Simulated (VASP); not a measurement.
Here is a VASP 6.6.1 calculation.

INCAR

```
ALGO     = Normal         # electronic algorithm
EDIFF    = 1E-7           # SCF threshold, eV
ENCUT    = 520            # plane-wave cutoff, eV
GGA      = PS             # functional
ISIF     = 2              # what is computed and relaxed
ISMEAR   = 0              # smearing method
LASPH    = T              # aspherical terms in the spheres
LCHARG   = T              # write CHGCAR
LELF     = T              # ELF
LREAL    = F              # projectors in reciprocal space
LVHAR    = T            
LWAVE    = F              # write WAVECAR
NBANDS   = 20             # bands
NELM     = 80             # most SCF steps
PREC     = Accurate       # precision mode
SIGMA    = 0.1            # smearing width, eV
```

File KPOINTS:

```
k-points
0
Gamma
  18 18 6
```

File POSCAR:

```
Te2Mo
1.0
    3.0051364198      0.0000000000      0.0000000000
   -1.5025682099      2.6025244814      0.0000000000
    0.0000000000      0.0000000000      6.8252141244
Te Mo
2 1
Direct
    0.3333333333      0.6666666667      0.7177553803
    0.3333333333      0.6666666667      0.2822446197
    0.0000000000      0.0000000000      0.0000000000
```

Potentials or basis: VASP PAW PBE potentials, release 64 (Te, Mo_sv).

The run is started by

```console
$ cat potpaw_PBE.64/Te/POTCAR potpaw_PBE.64/Mo_sv/POTCAR > POTCAR
$ mpirun -np 1 vasp_std > vasp.out
```

**Question.** Estimate the largest force.

**Answer.** 0.031 eV/Å.

**Question.** Predict the band gap on the k mesh.

**Answer.** Zero (band 13 reaches 14.50 eV, above the bottom of band 14 at 13.11 eV).

**Question.** What does it give for the pressure?

**Answer.** 50.5 GPa.

Forces on the atoms (eV/Å):
```
Te   0.000  0.000 -0.031
Te   0.000  0.000  0.031
Mo   0.000  0.000  0.000
```

Caveat: the PAW data sets were made with another functional, which shifts forces and pressure a little; spin-orbit coupling is left out, which moves the levels of the heavy elements.
